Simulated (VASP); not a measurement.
**C: single point with LDA**

C:

```
CELL_PARAMETERS angstrom
0.00000 1.76575 1.76575
1.76575 0.00000 1.76575
1.76575 1.76575 0.00000
ATOMIC_POSITIONS crystal
C 0.00000 0.00000 0.00000
C 0.25000 0.25000 0.25000
```

```yaml
Program: VASP 6.6.1
Task: single point
Functional: LDA
Potentials_or_basis: VASP PAW LDA potentials, release 64 (C)
Cutoff: 600 eV
k_mesh: 12 × 12 × 12
Occupations: gaussian, width 0.02 eV
Spin: no spin polarisation
Dipole_correction: no
Further_INCAR_settings: ALGO = Normal; EDIFF = 1e-06; NBANDS = 11
```

The pressure is 0.9 GPa and the band gap on the k mesh is 4.20 eV, indirect (least direct gap 5.63 eV).

Levels at points of the mesh, in eV from the valence-band top:
```tsv
k point	band 2	band 3	band 4	band 5	band 6	band 7
(0.00, 0.00, 0.00)	0.00	0.00	0.00	5.63	5.63	5.63
(0.50, 0.00, 0.00)	-13.69	-2.87	-2.87	8.51	8.51	9.42
(0.50, 0.50, 0.00)	-12.82	-6.47	-6.47	4.77	4.77	17.08
```

Run time: 5.6 s on 1 thread of Intel Xeon 6975P-C, with other jobs on the host, peak memory 0.12 GiB.

A k mesh can miss the band edges.
